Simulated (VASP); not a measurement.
# W16C in VASP: single point with PBE

Aim: the single point of W16C with PBE.

Program: VASP 6.6.1. These are calculated values, not measurements. Logs are shortened: lines on timing, memory, paths and dates and some standing lists are left out, and cuts for length are marked.

### Step 1. The cell of the first run

The cell holds a slab with vacuum, 17 atoms: a = 6.367 Å, b = 6.367 Å, c = 20.143 Å, α = 90.00°, β = 90.00°, γ = 90.00°.

### Step 2. Single point, PBE

INCAR

```
PREC     = Accurate       # precision mode
ENCUT    = 520            # plane-wave cutoff, eV
EDIFF    = 1E-7           # SCF threshold, eV
ISMEAR   = 0              # smearing method
SIGMA    = 0.1            # smearing width, eV
LREAL    = Auto         
LASPH    = T              # aspherical terms in the spheres
NELM     = 60             # most SCF steps
ALGO     = Normal         # electronic algorithm
ISIF     = 2              # what is computed and relaxed
LWAVE    = F              # write WAVECAR
LCHARG   = F              # write CHGCAR
LDIPOL   = T            
IDIPOL   = 3            
DIPOL    = 0.5 0.5 0.325
GGA      = PE             # functional
NBANDS   = 128            # bands
```

KPOINTS

```
regular mesh
0
Gamma
  4 4 1
```

POSCAR

```
W16C
1.0
    6.3673983413      0.0000000000      0.0000000000
    0.0000000000      6.3673983413      0.0000000000
    0.0000000000      0.0000000000     20.1425775435
W C
16 1
Direct
    0.2500000000      0.2500000000      0.1985843168
    0.2500000000      0.7500000000      0.1985843168
    0.7500000000      0.2500000000      0.1985843168
    0.7500000000      0.7500000000      0.1985843168
    0.0000000000      0.0000000000      0.2776134074
    0.0000000000      0.5000000000      0.2776134074
    0.5000000000      0.0000000000      0.2776134074
    0.5000000000      0.5000000000      0.2776134074
    0.2500000000      0.2500000000      0.3599451791
    0.2500000000      0.7500000000      0.3599451791
    0.7500000000      0.2500000000      0.3599451791
    0.7500000000      0.7500000000      0.3599451791
    0.0000000000      0.0000000000      0.4290700892
    0.0000000000      0.5000000000      0.4290700892
    0.5000000000      0.0000000000      0.4290700892
    0.5000000000      0.5000000000      0.4290700892
    0.2500000000      0.2500000000      0.4636365472
```

Potentials or basis: VASP PAW PBE potentials, release 64 (W_sv, C).

Run with:

```console
> cat potpaw_PBE.64/W_sv/POTCAR potpaw_PBE.64/C/POTCAR > POTCAR
> mpirun -np 1 vasp_std > vasp.out
```

OUTCAR:

```text
PREC = Accurate
   ENCUT = 520
   EDIFF = 1E-7
   ISMEAR = 0
   LREAL = Auto
   LASPH = T
   NELM = 60
   ISIF = 2
   GGA = PE

 ion  position               nearest neighbor table
   1  0.250  0.250  0.199-   5 2.76   6 2.76   7 2.76   8 2.76   2 3.18   3 3.18   2 3.18   3 3.18
                             9 3.25
   2  0.250  0.750  0.199-   5 2.76   6 2.76   7 2.76   8 2.76   1 3.18   4 3.18   1 3.18   4 3.18
                            10 3.25
   3  0.750  0.250  0.199-   5 2.76   6 2.76   7 2.76   8 2.76   1 3.18   4 3.18   4 3.18   1 3.18
                            11 3.25
   4  0.750  0.750  0.199-   5 2.76   6 2.76   7 2.76   8 2.76   2 3.18   3 3.18   3 3.18   2 3.18
                            12 3.25
   5  0.000  0.000  0.278-   1 2.76   2 2.76   3 2.76   4 2.76   9 2.80  10 2.80  11 2.80  12 2.80
                            13 3.05   7 3.18   6 3.18   6 3.18   7 3.18
   6  0.000  0.500  0.278-   1 2.76   2 2.76   3 2.76   4 2.76   9 2.80  10 2.80  11 2.80  12 2.80
                            14 3.05   8 3.18   5 3.18   5 3.18   8 3.18
   7  0.500  0.000  0.278-   1 2.76   2 2.76   3 2.76   4 2.76   9 2.80  10 2.80  11 2.80  12 2.80
                            15 3.05   8 3.18   5 3.18   8 3.18   5 3.18
   8  0.500  0.500  0.278-   1 2.76   2 2.76   3 2.76   4 2.76   9 2.80  10 2.80  11 2.80  12 2.80
                            16 3.05   7 3.18   6 3.18   7 3.18   6 3.18
   9  0.250  0.250  0.360-  17 2.09  14 2.65  15 2.65  16 2.65  13 2.65   6 2.80   7 2.80   8 2.80
                             5 2.80  11 3.18  10 3.18  10 3.18  11 3.18   1 3.25
  10  0.250  0.750  0.360-  13 2.65  14 2.65  15 2.65  16 2.65   5 2.80   6 2.80   7 2.80   8 2.80
                             9 3.18  12 3.18   9 3.18  12 3.18   2 3.25
  11  0.750  0.250  0.360-  13 2.65  14 2.65  15 2.65  16 2.65   5 2.80   6 2.80   7 2.80   8 2.80
                             9 3.18  12 3.18  12 3.18   9 3.18   3 3.25
  12  0.750  0.750  0.360-  13 2.65  14 2.65  15 2.65  16 2.65   5 2.80   6 2.80   7 2.80   8 2.80
                            10 3.18  11 3.18  11 3.18  10 3.18   4 3.25
  13  0.000  0.000  0.429-  17 2.36  10 2.65  11 2.65  12 2.65   9 2.65   5 3.05  15 3.18  14 3.18
                            14 3.18  15 3.18
  14  0.000  0.500  0.429-  17 2.36  10 2.65  11 2.65  12 2.65   9 2.65   6 3.05  16 3.18  13 3.18
                            13 3.18  16 3.18
  15  0.500  0.000  0.429-  17 2.36  10 2.65  11 2.65  12 2.65   9 2.65   7 3.05  16 3.18  13 3.18
                            16 3.18  13 3.18
  16  0.500  0.500  0.429-  17 2.36  10 2.65  11 2.65  12 2.65   9 2.65   8 3.05  15 3.18  14 3.18
                            15 3.18  14 3.18
  17  0.250  0.250  0.464-   9 2.09  13 2.36  14 2.36  15 2.36  16 2.36

  LATTYP: Found a simple tetragonal cell.
 ALAT       =     6.3673983413
 C/A-ratio  =     3.1633920895

  Lattice vectors:

 A1 = (   6.3673983413,   0.0000000000,   0.0000000000)
 A2 = (   0.0000000000,   6.3673983413,   0.0000000000)
 A3 = (   0.0000000000,   0.0000000000,  20.1425775435)

Analysis of symmetry for initial positions (statically):
=====================================================================
 Subroutine PRICEL returns:
 Original cell was already a primitive cell.

 Routine SETGRP: Setting up the symmetry group for a
 simple tetragonal supercell.

 Subroutine GETGRP returns: Found  8 space group operations
 (whereof  2 operations were pure point group operations)
 out of a pool of 16 trial point group operations.

The static configuration has the point symmetry C_1h.
 The point group associated with its full space group is C_4v.

Analysis of symmetry for dynamics (positions and initial velocities):
=====================================================================
 Subroutine PRICEL returns:
 Original cell was already a primitive cell.

 Routine SETGRP: Setting up the symmetry group for a
 simple tetragonal supercell.

 Subroutine GETGRP returns: Found  8 space group operations
 (whereof  2 operations were pure point group operations)
 out of a pool of 16 trial point group operations.

The dynamic configuration has the point symmetry C_1h.
 The point group associated with its full space group is C_4v.

 Subroutine INISYM returns: Found  8 space group operations
 (whereof  2 operations are pure point group operations),
 and found     1 'primitive' translations

----------------------------------------------------------------------------------------

                                     Primitive cell

  volume of cell :     816.6559

  direct lattice vectors                    reciprocal lattice vectors
     6.367398341  0.000000000  0.000000000     0.157050014  0.000000000  0.000000000
     0.000000000  6.367398341  0.000000000     0.000000000  0.157050014  0.000000000
[... 63 lines left out ...]
     0.000000000  0.000000000  0.000000000

 Subroutine IBZKPT returns following result:
 ===========================================

 Found      6 irreducible k-points:

 Following reciprocal coordinates:
            Coordinates               Weight
  0.000000  0.000000  0.000000      1.000000
  0.250000  0.000000  0.000000      4.000000
  0.500000  0.000000  0.000000      2.000000
  0.250000  0.250000  0.000000      4.000000
  0.500000  0.250000  0.000000      4.000000
  0.500000  0.500000  0.000000      1.000000
   k-points           NKPTS =      6   k-points in BZ     NKDIM =      6   number of bands    NBANDS=    128
   number of dos      NEDOS =    301   number of ions     NIONS =     17
   total plane-waves  NPLWV = 345600
   dimension x,y,z NGX =    48 NGY =   48 NGZ =  150
   dimension x,y,z NGXF=    96 NGYF=   96 NGZF=  300
   ions per type =              16   1
   NGX,Y,Z   is equivalent  to a cutoff of  12.53, 12.53, 12.38 a.u.
   NGXF,Y,Z  is equivalent  to a cutoff of  25.06, 25.06, 24.76 a.u.
 SYSTEM =  unknown system
   PREC   = accura    normal or accurate (medium, high low for compatibility)
   ISTART =      0    job   : 0-new  1-cont  2-samecut
   ICHARG =      2    charge: 1-file 2-atom 10-const
   ISPIN  =      1    spin polarized calculation?
   LNONCOLLINEAR =      F non collinear calculations
   LSORBIT =      F    spin-orbit coupling
   LASPH  =      T    aspherical Exc in radial PAW
   ENCUT  =  520.0 eV  38.22 Ry    6.18 a.u.  11.84 11.84 37.45*2*pi/ulx,y,z
   NELM   =     60;   NELMIN=  2; NELMDL= -5     # of ELM steps
   EDIFF  = 0.1E-06   stopping-criterion for ELM
   LREAL  =      T    real-space projection
   EDIFFG = 0.1E-05   stopping-criterion for IOM
   NSW    =      0    number of steps for IOM
   IBRION =     -1    ionic relax: 0-MD 1-quasi-New 2-CG
   NFREE  =      0    steps in history (QN), initial steepest desc. (CG)
   ISIF   =      2    stress and relaxation
   ISYM   =      2    0-nonsym 1-usesym 2-fastsym
   POTIM  = 0.5000    time-step for ionic-motion
   TEBEG  =    0.0;   TEEND  =   0.0 temperature during run
   PSTRESS=    0.0 pullay stress
   NELECT =     228.0000    total number of electrons
   NUPDOWN=      -1.0000    fix difference up-down
   EMIN   =  10.00;   EMAX   =-10.00  energy-range for DOS
   EFERMI =   0.00;   METHOD = LEGACY
   ISMEAR =     0;   SIGMA  =   0.10  broadening in eV -4-tet -1-fermi 0-gaus
   EFERMI_NEDOS =   21; number of points for ismear=-14 and -15
   IALGO  =     38    algorithm
   IMIX   =      4    mixing-type and parameters
     AMIX     =   0.40;   BMIX     =  1.00
     AMIX_MAG =   1.60;   BMIX_MAG =  1.00
  volume/ion in A,a.u.               =      48.04       324.18
  Fermi-wavevector in a.u.,A,eV,Ry     =   1.069974  2.021959 15.576567  1.144845
  Thomas-Fermi vector in A             =   2.205670
   LORBIT       =      0    0 simple, 1 ext, 2 COOP (PROOUT), +10 PAW based schemes
   GGA     = PE    functional components
   LHFCALC =     F    Hartree Fock is set to
   AEXX    =    0.0000 exact exchange contribution
   IVDW    =     0    specifies the selected vdW correction
   LEPSILON=     F    determine dielectric tensor
   LRPA    =     F    only Hartree local field effects (RPA)
 non-spin polarized calculation
 Gauss-broadening in eV      SIGMA  =   0.10
  energy-cutoff  :      520.00
  volume of cell :      816.66
 maximum number of plane-waves:     22040
 NGX is ok and might be reduce to    48
   NGX = 23   NGY = 23   NGZ = 75

 dipolmoment           0.000000      0.000000     -0.001063 electrons x Angstroem

 number of electron     227.9999965 magnetization

 dipolmoment           0.000000      0.000000      0.021121 electrons x Angstroem

 Free energy of the ion-electron system (eV)
  ---------------------------------------------------
  ext. energy  EPLUGINS =         0.00000000
  ---------------------------------------------------
  free energy    TOTEN  =      -196.12448313 eV

  energy without entropy =     -196.00908127  energy(sigma->0) =     -196.06678220

 E-fermi :   0.7441     XC(G=0):  -5.4857

 val. band max:        0.7314799516   @ k =   0.5000   0.5000   0.0000
 cond. band min:       0.7750712107   @ k =   0.2500   0.0000   0.0000
 fundamental gap:      0.0435912591
 Fermi energy:         0.7440554605

 k-point     1 :       0.0000    0.0000    0.0000
  band No.  band energies     occupation
      1     -73.1527      2.00000
      2     -73.0985      2.00000
      3     -73.0849      2.00000
      4     -73.0771      2.00000
      5     -73.0771      2.00000
      6     -73.0765      2.00000
[... 763 lines left out ...]
    125       2.1926      0.00000
    126       2.2251      0.00000
 [bands above 126 left out]

------------------------ aborting loop because EDIFF is reached ----------------------------------------

 vacuum level on the upper side and lower side of the slab       (xc-potential included)        -0.038        -0.162

  FORCE on cell =-STRESS in cart. coord.  units (eV):
  Direction    XX          YY          ZZ          XY          YZ          ZX
  --------------------------------------------------------------------------------------
  -------------------------------------------------------------------------------------
  Total      -28.2243006    -28.2243006     -5.0834798      0.0000000      0.0000000      0.0000000
  in kB      -55.3725708    -55.3725708     -9.9731558      0.0000000      0.0000000      0.0000000
  external PRESSURE =     -40.2394324 kB  Pullay stress =       0.0000000 kB

 VOLUME and BASIS-vectors are now :
 -----------------------------------------------------------------------------
  energy-cutoff  :      520.00
  volume of cell :      816.66
      direct lattice vectors                 reciprocal lattice vectors
     6.367398341  0.000000000  0.000000000     0.157050014  0.000000000  0.000000000
     0.000000000  6.367398341  0.000000000     0.000000000  0.157050014  0.000000000
     0.000000000  0.000000000 20.142577543     0.000000000  0.000000000  0.049646079

 POSITION                                       TOTAL-FORCE (eV/Angst)
 -----------------------------------------------------------------------------------
      1.59185      1.59185      4.00000        -0.000000     -0.000000      2.113818
      1.59185      4.77555      4.00000         0.000000     -0.000000      2.030719
      4.77555      1.59185      4.00000         0.000000     -0.000000      2.030719
      4.77555      4.77555      4.00000         0.000000     -0.000000      1.938042
      0.00000      0.00000      5.59185        -0.097234     -0.097234     -2.081976
      0.00000      3.18370      5.59185        -0.097234      0.097234     -2.081976
[... 9 lines left out ...]
      3.18370      3.18370      8.64258        -0.890936     -0.890936      1.359147
      1.59185      1.59185      9.33884        -0.000000     -0.000000      0.050671
 -----------------------------------------------------------------------------------
    total drift:                                0.000000      0.000000      0.004502

  FREE ENERGIE OF THE ION-ELECTRON SYSTEM (eV)
  ---------------------------------------------------
  free  energy   TOTEN  =      -196.1244831288 eV

  energy  without entropy=     -196.0090812734  energy(sigma->0) =     -196.06678220

 vacuum level on the upper side and lower side of the slab         4.937         4.813
```

Wall time 32 min (1 thread of Intel Xeon Platinum 8259CL at 2.50GHz (Skylake/Cascade Lake), shared host); peak memory 0.91 GiB.

Results:

* Free energy: -196.1245 eV
* Largest force: 3.550 eV/Å
* Band gap on the k mesh: zero (bands 114 and 115 overlap by 0.17 eV)

Forces on the atoms (eV/Å):
```
W    0.000  0.000  2.114
W    0.000  0.000  2.031
W    0.000  0.000  2.031
W    0.000  0.000  1.938
W   -0.097 -0.097 -2.082
W   -0.097  0.097 -2.082
W    0.097 -0.097 -2.082
W    0.097  0.097 -2.082
W    0.000  0.000 -3.550
W    0.000  0.000 -0.428
W    0.000  0.000 -0.428
W    0.000  0.000 -0.867
W    0.891  0.891  1.359
W    0.891 -0.891  1.359
W   -0.891  0.891  1.359
W   -0.891 -0.891  1.359
C    0.000  0.000  0.051
```

Caveat: spin-orbit coupling is left out, which moves the levels of the heavy elements.
